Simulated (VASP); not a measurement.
KBr: single point with PBE

KBr:

```
K Br
1.0
     3.83910    0.00000    0.00000
     0.00000    3.83910    0.00000
     0.00000    0.00000    3.83910
K Br
1 1
Direct
  0.00000 0.00000 0.00000
  0.50000 0.50000 0.50000
```

This cell differs from its parent crystal: volume changed by -10%.

* Program: VASP 6.6.1
* Task: single point
* Functional: PBE
* Potentials or basis: VASP PAW PBE potentials, release 64 (K_sv, Br)
* Cutoff: 500 eV
* k mesh: 4 × 4 × 4
* Occupations: gaussian, width 0.01 eV
* Spin: no spin polarisation
* Dipole correction: no
* Further INCAR settings: ALGO = Normal; EDIFF = 1e-06; NBANDS = 15

```json
{"Pressure": "3.6 GPa", "Band gap on the k mesh": "4.40 eV, indirect (least direct gap 4.71 eV)"}
```

Levels at points of the mesh, in eV from the valence-band top:
| k point | band 6 | band 7 | band 8 | band 9 | band 10 | band 11 |
| --- | --- | --- | --- | --- | --- | --- |
| (0.00, 0.00, 0.00) | -0.31 | -0.31 | -0.31 | 4.40 | 5.61 | 5.61 |
| (0.50, 0.00, 0.00) | -2.45 | -0.32 | -0.32 | 7.10 | 7.15 | 8.51 |
| (0.50, 0.50, 0.00) | -1.71 | -1.71 | 0.00 | 5.21 | 6.61 | 8.09 |
| (0.50, 0.50, 0.50) | -1.86 | -1.86 | -1.86 | 7.74 | 7.74 | 7.74 |

It took 7 s on 1 thread of Intel(R) Xeon(R) Platinum 8488C (Sapphire Rapids) (shared host), peak memory 0.15 GiB.

 A k mesh can miss the band edges.
